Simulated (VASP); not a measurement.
Li, 4 atoms in the cell. Symmetry: P2_13, No. 198, cubic system. Conventional cell: a = 4.454 Å, b = 4.454 Å, c = 4.454 Å, α = 90.00°, β = 90.00°, γ = 90.00°. Within 3.6 Å of Li (site symmetry 3) lie 6 Li at 2.73 Å. 

```yaml
Program: VASP 6.6.1
Task: relaxation of cell and atoms
Functional: r2SCAN
Dispersion: D4
Potentials_or_basis: VASP PAW PBE potentials, release 64 (Li_sv)
Cutoff: 600 eV
k_mesh: 5 × 5 × 5
Occupations: methfessel-paxton, width 0.05 eV
Spin: no spin polarisation
Dipole_correction: no
Further_INCAR_settings: ALGO = Normal; EDIFF = 1e-06; IBRION = 2; EDIFFG = -0.05; NSW = 80; ISIF = 3
```

Potentials or basis: VASP PAW PBE potentials, release 64 (Li_sv).

The run is started by

```sh
$ cat potpaw_PBE.64/Li_sv/POTCAR > POTCAR
$ cp INCAR.step1 INCAR
$ mpirun -np 1 vasp_std > vasp.out
$ cp INCAR.step2 INCAR
$ mpirun -np 1 vasp_std > vasp.out
```

Hardware: 1 thread of Intel(R) Xeon(R) 6975P-C (Granite Rapids), on a shared host.

**Question.** Estimate the wall time of this run.

**Answer.** It took 78 s on 1 thread of Intel(R) Xeon(R) 6975P-C (Granite Rapids), on a shared host, peak memory 0.21 GiB. Counts: k points 11, ion steps 3.
